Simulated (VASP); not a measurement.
Wanted: the native input for a VASP 6.6.1 run.

```
Task                   : relaxation of cell and atoms
Functional             : PBE
Potentials or basis    : VASP PAW PBE potentials, release 64 (Er_3, Ag, C), 4f in core
Cutoff                 : 600 eV
k mesh                 : 12 × 12 × 12
Occupations            : gaussian, width 0.1 eV
Spin                   : no spin polarisation
Dipole correction      : no
Mended                 : yes
Further INCAR settings : ALGO = Normal; EDIFF = 1e-07; IBRION = 2; EDIFFG = -0.01; NSW = 100; ISIF = 3
```

The structure of ErAgC lies in POSCAR:

```
ErAgC
1.0
    3.9635193280      0.0000000000      0.0000000000
   -1.9817596640      3.4325084264      0.0000000000
    0.0000000000      0.0000000000      4.2386991721
Er Ag C
1 1 1
Direct
    0.0000000000      0.0000000000      0.0000000000
    0.6666666667      0.3333333333      0.5000000000
    0.3333333333      0.6666666667      0.0000000000
```

The cell was built from a structure type or drawn by symmetry, and may not be a known phase.

One way to write it, as run:

INCAR

```
SYSTEM = ErAgC
PREC = Accurate ; ENCUT = 600
EDIFF = 1E-7 ; ISMEAR = 0
SIGMA = 0.1 ; LREAL = .False.
LASPH = .True. ; NELM = 200
ALGO = Normal ; ISIF = 3
LWAVE = .False. ; LCHARG = .False.
GGA = PE ; IBRION = 2
NSW = 100 ; EDIFFG = -0.01
GGA_COMPAT = .False. ; NELMIN = 4
LMAXMIX = 6
```

KPOINTS

```
regular mesh
0
Gamma
  12 12 12
  0 0 0
```

Potentials or basis: VASP PAW PBE potentials, release 64 (Er_3, Ag, C), 4f in core.

Command:

```sh
$ cat potpaw_PBE.64/Er_3/POTCAR potpaw_PBE.64/Ag/POTCAR potpaw_PBE.64/C/POTCAR > POTCAR
$ mpirun -np 1 vasp_std > vasp.out
```

It gave:

```
Relaxed volume                        : 19.11 Å³/atom
Relaxed cell                          : a = 4.021 Å, b = 4.021 Å, c = 4.094 Å, α = 90.00°, β = 90.00°, γ = 120.00°
Space group after relaxing (to 0.1 Å) : P-6m2 (No. 187)
Energy gained by relaxing             : 4.4 meV/atom
Ionic steps                           : 9
Pressure after relaxing               : 0.0 GPa
Band gap on the k mesh                : zero (bands 12 and 13 overlap by 0.94 eV)
```

Caveat: spin-orbit coupling is left out, which moves the levels of the heavy elements; the 4f electrons are frozen in the core, so they carry no moment and show no levels.

Run time: 5.7 min on 1 thread of Intel(R) Xeon(R) 6975P-C (Granite Rapids), with other jobs on the host, peak memory 0.34 GiB.
